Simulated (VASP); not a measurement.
# Ti2NbC3 (P6/mmm) in VASP: a series of runs

Runs on Ti2NbC3. Level: PBE. Tasks: relaxation of cell and atoms, single point.

All numbers are computed with VASP 6.6.1; they aren't measurements. Logs are shortened: lines on timing, memory, paths and dates and some standing lists are left out, and cuts for length are marked.

### 1 The cell of the first run

It takes space group P6/mmm (No. 191, hexagonal). Conventional cell: a = 4.793 Å, b = 4.793 Å, c = 3.241 Å, α = 90.00°, β = 90.00°, γ = 120.00°. Ti (site symmetry -6m2) has 6 C at 2.13 Å and 3 Ti at 2.77 Å within 2.8 Å. Nb (site symmetry 6/mmm) has 6 C at 2.40 Å and 12 Ti at 3.21 Å and 2 Nb at 3.24 Å within 3.3 Å. C (site symmetry mmm) has 4 Ti at 2.13 Å and 2 Nb at 2.40 Å and 4 C at 2.40 Å within 2.8 Å.

The cell was built from a structure type or drawn by symmetry, and may not be a known phase.

### 2 Relaxation of cell and atoms, PBE

Input file INCAR:

```
SYSTEM = Ti2NbC3
ALGO = Normal
EDIFF = 1E-6
EDIFFG = -0.04
ENCUT = 600
GGA = PE
IBRION = 2
ISIF = 3
ISMEAR = 0
LASPH = .True.
LCHARG = .False.
LREAL = .False.
LWAVE = .False.
NELM = 100
NSW = 90
PREC = Accurate
SIGMA = 0.1
```

Input file KPOINTS:

```
k-points
0
Gamma
  6 6 6
  0 0 0
```

Input file POSCAR:

```
Ti2NbC3
1.0
    4.7929904265      0.0000000000      0.0000000000
   -2.3964952133      4.1508514695      0.0000000000
    0.0000000000      0.0000000000      3.2413139462
Ti Nb C
2 1 3
Direct
    0.3333333333      0.6666666667      0.0000000000
    0.6666666667      0.3333333333      0.0000000000
    0.0000000000      0.0000000000      0.5000000000
    0.5000000000      0.0000000000      0.5000000000
    0.0000000000      0.5000000000      0.5000000000
    0.5000000000      0.5000000000      0.5000000000
```

Potentials or basis: VASP PAW PBE potentials, release 64 (Ti_sv, Nb_sv, C).

Command:

```bash
$ cat potpaw_PBE.64/Ti_sv/POTCAR potpaw_PBE.64/Nb_sv/POTCAR potpaw_PBE.64/C/POTCAR > POTCAR
$ mpirun -np 1 vasp_std > vasp.out
```

OUTCAR:

```text
SYSTEM = Ti2NbC3
   EDIFF = 1E-6
   EDIFFG = -0.04
   ENCUT = 600
   GGA = PE
   IBRION = 2
   ISIF = 3
   ISMEAR = 0
   LASPH = .True.
   LREAL = .False.
   NELM = 100
   NSW = 90
   PREC = Accurate

 ion  position               nearest neighbor table
   1  0.333  0.667  0.000-   5 2.13   5 2.13   4 2.13   4 2.13   6 2.13   6 2.13   2 2.77   2 2.77
                             2 2.77
   2  0.667  0.333  0.000-   5 2.13   5 2.13   4 2.13   4 2.13   6 2.13   6 2.13   1 2.77   1 2.77
                             1 2.77
   3  0.000  0.000  0.500-   4 2.40   4 2.40   6 2.40   6 2.40   5 2.40   5 2.40
   4  0.500  0.000  0.500-   1 2.13   2 2.13   1 2.13   2 2.13   3 2.40   3 2.40
   5  0.000  0.500  0.500-   1 2.13   2 2.13   1 2.13   2 2.13   3 2.40   3 2.40
   6  0.500  0.500  0.500-   1 2.13   2 2.13   1 2.13   2 2.13   3 2.40   3 2.40

  LATTYP: Found a hexagonal cell.
 ALAT       =     4.7929904265
 C/A-ratio  =     0.6762613020

  Lattice vectors:

 A1 = (   4.7929904265,   0.0000000000,   0.0000000000)
 A2 = (  -2.3964952133,   4.1508514695,   0.0000000000)
 A3 = (   0.0000000000,   0.0000000000,   3.2413139462)

Analysis of symmetry for initial positions (statically):
=====================================================================
 Subroutine PRICEL returns:
 Original cell was already a primitive cell.

 Routine SETGRP: Setting up the symmetry group for a
 hexagonal supercell.

 Subroutine GETGRP returns: Found 24 space group operations
 (whereof 24 operations were pure point group operations)
 out of a pool of 24 trial point group operations.

The static configuration has the point symmetry D_6h.

Analysis of symmetry for dynamics (positions and initial velocities):
=====================================================================
 Subroutine PRICEL returns:
 Original cell was already a primitive cell.

 Routine SETGRP: Setting up the symmetry group for a
 hexagonal supercell.

 Subroutine GETGRP returns: Found 24 space group operations
 (whereof 24 operations were pure point group operations)
 out of a pool of 24 trial point group operations.

The dynamic configuration has the point symmetry D_6h.

 Subroutine INISYM returns: Found 24 space group operations
 (whereof 24 operations are pure point group operations),
 and found     1 'primitive' translations

----------------------------------------------------------------------------------------

                                     Primitive cell

  volume of cell :      64.4859

  direct lattice vectors                    reciprocal lattice vectors
     4.792990427  0.000000000  0.000000000     0.208638013  0.120457213  0.000000000
    -2.396495213  4.150851470  0.000000000     0.000000000  0.240914426  0.000000000
     0.000000000  0.000000000  3.241313946     0.000000000  0.000000000  0.308516860

  length of vectors
     4.792990427  4.792990427  3.241313946     0.240914426  0.240914426  0.308516860

  position of ions in fractional coordinates (direct lattice)
     0.333333333  0.666666667  0.000000000
     0.666666667  0.333333333  0.000000000
     0.000000000  0.000000000  0.500000000
     0.500000000  0.000000000  0.500000000
     0.000000000  0.500000000  0.500000000
     0.500000000  0.500000000  0.500000000

  ion indices of the primitive-cell ions
   primitive index   ion index
                 1           1
                 2           2
                 3           3
                 4           4
                 5           5
                 6           6

----------------------------------------------------------------------------------------

 KPOINTS: k-points

Automatic generation of k-mesh.
 Grid dimensions read from file:
[... 73 lines left out ...]
   POTIM  = 0.5000    time-step for ionic-motion
   TEBEG  =    0.0;   TEEND  =   0.0 temperature during run
   PSTRESS=    0.0 pullay stress
   NELECT =      49.0000    total number of electrons
   NUPDOWN=      -1.0000    fix difference up-down
   EMIN   =  10.00;   EMAX   =-10.00  energy-range for DOS
   EFERMI =   0.00;   METHOD = LEGACY
   ISMEAR =     0;   SIGMA  =   0.10  broadening in eV -4-tet -1-fermi 0-gaus
   EFERMI_NEDOS =   21; number of points for ismear=-14 and -15
   IALGO  =     38    algorithm
   IMIX   =      4    mixing-type and parameters
     AMIX     =   0.40;   BMIX     =  1.00
     AMIX_MAG =   1.60;   BMIX_MAG =  1.00
  volume/ion in A,a.u.               =      10.75        72.53
  Fermi-wavevector in a.u.,A,eV,Ry     =   1.493890  2.823042 30.364215  2.231707
  Thomas-Fermi vector in A             =   2.606233
   LORBIT       =      0    0 simple, 1 ext, 2 COOP (PROOUT), +10 PAW based schemes
   GGA     = PE    functional components
   LHFCALC =     F    Hartree Fock is set to
   AEXX    =    0.0000 exact exchange contribution
   IVDW    =     0    specifies the selected vdW correction
   LEPSILON=     F    determine dielectric tensor
   LRPA    =     F    only Hartree local field effects (RPA)
 conjugate gradient relaxation of ions
 non-spin polarized calculation
 Gauss-broadening in eV      SIGMA  =   0.10
  energy-cutoff  :      600.00
  volume of cell :       64.49
 maximum number of plane-waves:      2173
 NGX is ok and might be reduce to    40
   NGX = 19   NGY = 19   NGZ = 13

--------------------------------------- Ionic step        1  -------------------------------------------

 number of electron      48.9999999 magnetization

 Free energy of the ion-electron system (eV)
  ---------------------------------------------------
  ext. energy  EPLUGINS =         0.00000000
  ---------------------------------------------------
  free energy    TOTEN  =       -54.14739779 eV

  energy without entropy =      -54.12921135  energy(sigma->0) =      -54.13830457

------------------------ aborting loop because EDIFF is reached ----------------------------------------

  FORCE on cell =-STRESS in cart. coord.  units (eV):
  Direction    XX          YY          ZZ          XY          YZ          ZX
  --------------------------------------------------------------------------------------
  -------------------------------------------------------------------------------------
  Total        0.2981785      0.2981785     -0.3043369     -0.0000000     -0.0000000     -0.0000000
  in kB        7.4083606      7.4083606     -7.5613668     -0.0000000     -0.0000000     -0.0000000
  external PRESSURE =       2.4184515 kB  Pullay stress =       0.0000000 kB

 VOLUME and BASIS-vectors are now :
 -----------------------------------------------------------------------------
  energy-cutoff  :      600.00
  volume of cell :       64.49
      direct lattice vectors                 reciprocal lattice vectors
     4.792990427  0.000000000  0.000000000     0.208638013  0.120457213  0.000000000
    -2.396495213  4.150851470  0.000000000     0.000000000  0.240914426  0.000000000
     0.000000000  0.000000000  3.241313946     0.000000000  0.000000000  0.308516860

 POSITION                                       TOTAL-FORCE (eV/Angst)
 -----------------------------------------------------------------------------------
     -0.00000      2.76723      0.00000        -0.000000      0.000000     -0.000000
      2.39650      1.38362      0.00000         0.000000     -0.000000      0.000000
      0.00000      0.00000      1.62066         0.000000      0.000000      0.000000
      2.39650      0.00000      1.62066         0.000000      0.000000      0.000000
     -1.19825      2.07543      1.62066         0.000000      0.000000      0.000000
      1.19825      2.07543      1.62066         0.000000      0.000000      0.000000
 -----------------------------------------------------------------------------------
    total drift:                                0.000000     -0.000000      0.000000

  FREE ENERGIE OF THE ION-ELECTRON SYSTEM (eV)
  ---------------------------------------------------
  free  energy   TOTEN  =       -54.1473977925 eV

  energy  without entropy=      -54.1292113525  energy(sigma->0) =      -54.13830457

--------------------------------------- Ionic step        2  -------------------------------------------

 number of electron      49.0000001 magnetization

 Free energy of the ion-electron system (eV)
  ---------------------------------------------------
  ext. energy  EPLUGINS =         0.00000000
  ---------------------------------------------------
  free energy    TOTEN  =       -54.14897385 eV

  energy without entropy =      -54.13110454  energy(sigma->0) =      -54.14003920

 E-fermi :  10.4276     XC(G=0): -12.7104

 val. band max:       10.4156873810   @ k =   0.3333   0.1667   0.5000
 cond. band min:      10.4696563911   @ k =   0.3333   0.1667   0.3333
 fundamental gap:      0.0539690101
 Fermi energy:        10.4276205556

 k-point     1 :       0.0000    0.0000    0.0000
  band No.  band energies     occupation
      1     -46.2906      2.00000
      2     -46.1768      2.00000
      3     -45.1432      2.00000
      4     -22.7490      2.00000
      5     -22.7490      2.00000
      6     -22.6028      2.00000
[... 757 lines left out ...]
     28      12.2315      0.00000
     29      12.7890      0.00000

 [... further k-points ...]
[... 5 lines left out ...]
  --------------------------------------------------------------------------------------
  -------------------------------------------------------------------------------------
  Total        0.0642638      0.0642638     -0.2341127     -0.0000000      0.0000000      0.0000000
  in kB        1.5929287      1.5929287     -5.8030300     -0.0000000      0.0000000      0.0000000
  external PRESSURE =      -0.8723908 kB  Pullay stress =       0.0000000 kB

 VOLUME and BASIS-vectors are now :
 -----------------------------------------------------------------------------
  energy-cutoff  :      600.00
  volume of cell :       64.64
      direct lattice vectors                 reciprocal lattice vectors
     4.804481560 -0.000000000 -0.000000000     0.208139003  0.120169109 -0.000000000
    -2.402240780  4.160803083  0.000000000     0.000000000  0.240338218  0.000000000
     0.000000000 -0.000000000  3.233382441     0.000000000 -0.000000000  0.309273653

 POSITION                                       TOTAL-FORCE (eV/Angst)
 -----------------------------------------------------------------------------------
     -0.00000      2.77387      3.23338         0.000000      0.000000     -0.000000
      2.40224      1.38693     -0.00000        -0.000000      0.000000      0.000000
      0.00000     -0.00000      1.61669        -0.000000     -0.000000      0.000000
      2.40224     -0.00000      1.61669        -0.000000     -0.000000      0.000000
     -1.20112      2.08040      1.61669        -0.000000     -0.000000      0.000000
      1.20112      2.08040      1.61669        -0.000000     -0.000000      0.000000
 -----------------------------------------------------------------------------------
    total drift:                                0.000000     -0.000000      0.000000

  FREE ENERGIE OF THE ION-ELECTRON SYSTEM (eV)
  ---------------------------------------------------
  free  energy   TOTEN  =       -54.1489738532 eV

  energy  without entropy=      -54.1311045432  energy(sigma->0) =      -54.14003920

 reached required accuracy - stopping structural energy minimisation
```

It took 4 min on 1 thread of Intel Xeon 8259CL, shared host; peak memory 0.25 GiB.

What came out:

- Free energy: -54.1490 eV
- Relaxed volume: 10.77 Å³/atom
- Relaxed cell: a = 4.804 Å, b = 4.804 Å, c = 3.233 Å, α = 90.00°, β = 90.00°, γ = 120.00°
- Space group after relaxing (to 0.1 Å): P6/mmm (No. 191)
- Energy gained by relaxing: 0.3 meV/atom
- Ionic steps: 2
- Pressure after relaxing: -0.1 GPa
- Band gap on the k mesh: zero (an odd number of electrons rules out a gap without spin polarisation)

Stress tensor (GPa, compression positive):
```
 0.16  0.00  0.00
 0.00  0.16  0.00
 0.00  0.00 -0.58
```

The path:
```tsv
step	energy change (eV)	largest force (eV/Å)	pressure (GPa)	volume (Å³)
1	0.0000	0.0000	0.24	64.49
2	-0.0016	0.0000	-0.09	64.64
```

Final structure:
```
Ti Nb C
1.0
     4.80448    0.00000    0.00000
    -2.40224    4.16080    0.00000
     0.00000    0.00000    3.23338
Ti Nb C
2 1 3
Direct
  0.33333 0.66667 0.00000
  0.66667 0.33333 0.00000
  0.00000 0.00000 0.50000
  0.50000 0.00000 0.50000
  0.00000 0.50000 0.50000
  0.50000 0.50000 0.50000
```

Levels at points of the mesh, in eV from the Fermi level:
| k point | band 20 | band 21 | band 22 | band 23 | band 24 | band 25 | band 26 | band 27 | band 28 | band 29 |
| --- | --- | --- | --- | --- | --- | --- | --- | --- | --- | --- |
| (0.00, 0.00, 0.00) | -3.35 | -3.35 | -1.45 | 0.09 | 0.27 | 0.27 | 0.42 | 0.42 | 1.47 | 1.47 |
| (0.50, 0.00, 0.00) | -3.03 | -2.88 | -2.82 | -2.45 | -2.35 | 1.49 | 1.57 | 1.71 | 2.00 | 2.04 |
| (0.00, 0.00, 0.50) | -2.94 | -2.94 | -2.49 | -2.49 | 0.95 | 1.66 | 1.66 | 1.81 | 1.81 | 2.33 |
| (0.50, 0.00, 0.50) | -3.23 | -2.53 | -1.92 | -1.60 | -1.02 | -0.74 | 0.24 | 0.77 | 1.78 | 2.16 |

### 3 Single point, PBE

This run uses another cell than the first one, of 10.77 Å³/atom.

Input file INCAR:

```
SYSTEM = Ti2NbC3
  ALGO = Normal
  EDIFF = 1E-6
  ENCUT = 520
  GGA = PE
  ISIF = 2
  ISMEAR = 0
  LASPH = .True.
  LCHARG = .False.
  LREAL = .False.
  LWAVE = .False.
  NBANDS = 34
  NELM = 100
  PREC = Accurate
  SIGMA = 0.1
```

Input file KPOINTS:

```
k-points
0
Gamma
  12 12 12
  0 0 0
```

POSCAR, as its differences from that of step 2:

```diff
@@ -2,5 +2,5 @@
 1.0
-    4.7929904265      0.0000000000      0.0000000000
-   -2.3964952133      4.1508514695      0.0000000000
-    0.0000000000      0.0000000000      3.2413139462
+    4.8084071189      0.0000000000      0.0000000000
+   -2.4042035594      4.1642027167      0.0000000000
+    0.0000000000      0.0000000000      3.2276826947
 Ti Nb C
```

Potentials or basis: VASP PAW PBE potentials, release 64 (Ti_sv, Nb_sv, C).

Command:

```bash
$ cat potpaw_PBE.64/Ti_sv/POTCAR potpaw_PBE.64/Nb_sv/POTCAR potpaw_PBE.64/C/POTCAR > POTCAR
$ mpirun -np 1 vasp_std > vasp.out
```

Wall time 8 min (1 thread of Intel Xeon 8259CL, shared host); peak memory 0.37 GiB.

The run converged. Its results:

| Property | Result |
| --- | --- |
| Free energy | -54.1659 eV |
| Pressure | 0.0 GPa |
| Band gap on the k mesh | zero (an odd number of electrons rules out a gap without spin polarisation) |

Stress tensor (GPa, compression positive):
```
-0.10  0.00  0.00
 0.00 -0.10  0.00
 0.00  0.00  0.21
```

Levels at points of the mesh, in eV from the Fermi level:
```tsv
k point	band 20	band 21	band 22	band 23	band 24	band 25	band 26	band 27	band 28	band 29
(0.00, 0.00, 0.00)	-3.28	-3.28	-1.36	0.15	0.35	0.35	0.48	0.48	1.54	1.54
(0.50, 0.00, 0.00)	-2.95	-2.83	-2.73	-2.39	-2.29	1.54	1.64	1.77	2.05	2.09
(0.00, 0.00, 0.50)	-2.88	-2.88	-2.43	-2.43	1.05	1.71	1.71	1.86	1.86	2.38
(0.50, 0.00, 0.50)	-3.17	-2.48	-1.86	-1.54	-0.94	-0.69	0.29	0.82	1.87	2.26
```
